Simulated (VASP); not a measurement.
Set up this calculation in VASP 6.6.1, as the native input.

```yaml
Task: single point
Functional: r2SCAN
Potentials_or_basis: VASP PAW PBE potentials, release 64 (Na_pv, Cl)
Cutoff: 520 eV
k_mesh: 6 × 6 × 6
Occupations: gaussian, width 0.05 eV
Spin: no spin polarisation
Dipole_correction: no
Further_INCAR_settings: ALGO = Normal; EDIFF = 1e-07; NBANDS = 14
```

Crystal: NaCl.

```
Na Cl
1.0
     0.00000    2.84064    2.84064
     2.84064    0.00000    2.84064
     2.84064    2.84064    0.00000
Na Cl
1 1
Direct
  0.00000 0.00000 0.00000
  0.50000 0.50000 0.50000
```

The input as run:

POSCAR

```
NaCl
1.0
    0.0000000000      2.8406424155      2.8406424155
    2.8406424155      0.0000000000      2.8406424155
    2.8406424155      2.8406424155      0.0000000000
Na Cl
1 1
Direct
    0.0000000000      0.0000000000      0.0000000000
    0.5000000000      0.5000000000      0.5000000000
```

INCAR.step1

```
SYSTEM = NaCl
PREC     = Accurate       ! precision mode
ENCUT    = 520            ! plane-wave cutoff, eV
ISMEAR   = 0              ! smearing method
SIGMA    = 0.05           ! smearing width, eV
LREAL    = .FALSE.        ! projectors in reciprocal space
LASPH    = .TRUE.         ! aspherical terms in the spheres
NELM     = 60             ! most SCF steps
NBANDS   = 14             ! bands
GGA      = PE             ! functional
ALGO     = Normal         ! electronic algorithm
EDIFF    = 1E-4           ! SCF threshold, eV
LWAVE    = .TRUE.         ! write WAVECAR
LCHARG   = .FALSE.        ! write CHGCAR
```

INCAR.step2

```
SYSTEM = NaCl
PREC     = Accurate       ! precision mode
ENCUT    = 520            ! plane-wave cutoff, eV
EDIFF    = 1E-7           ! SCF threshold, eV
ISMEAR   = 0              ! smearing method
SIGMA    = 0.05           ! smearing width, eV
LREAL    = .FALSE.        ! projectors in reciprocal space
LASPH    = .TRUE.         ! aspherical terms in the spheres
NELM     = 60             ! most SCF steps
ALGO     = Normal         ! electronic algorithm
ISIF     = 2              ! what is computed and relaxed
LWAVE    = .FALSE.        ! write WAVECAR
LCHARG   = .FALSE.        ! write CHGCAR
METAGGA  = R2SCAN         ! meta-GGA
LMIXTAU  = .TRUE.       
NBANDS   = 14             ! bands
ISTART   = 1
```

KPOINTS

```
Automatic mesh
0
G
  6 6 6
  0 0 0
```

Potentials or basis: VASP PAW PBE potentials, release 64 (Na_pv, Cl).

Command:

```bash
$ cat potpaw_PBE.64/Na_pv/POTCAR potpaw_PBE.64/Cl/POTCAR > POTCAR
$ cp INCAR.step1 INCAR
$ mpirun -np 1 vasp_std > vasp.out
$ cp INCAR.step2 INCAR
$ mpirun -np 1 vasp_std > vasp.out
```

Results of the run:

```yaml
Pressure: -1.2 GPa
Band_gap_on_the_k_mesh: 5.83 eV, direct
```

Caveat: the PAW data sets were made with another functional, which shifts forces and pressure a little.

It took 26 s on 1 thread of Intel(R) Xeon(R) 6975P-C (Granite Rapids) (shared host), peak memory 0.16 GiB.
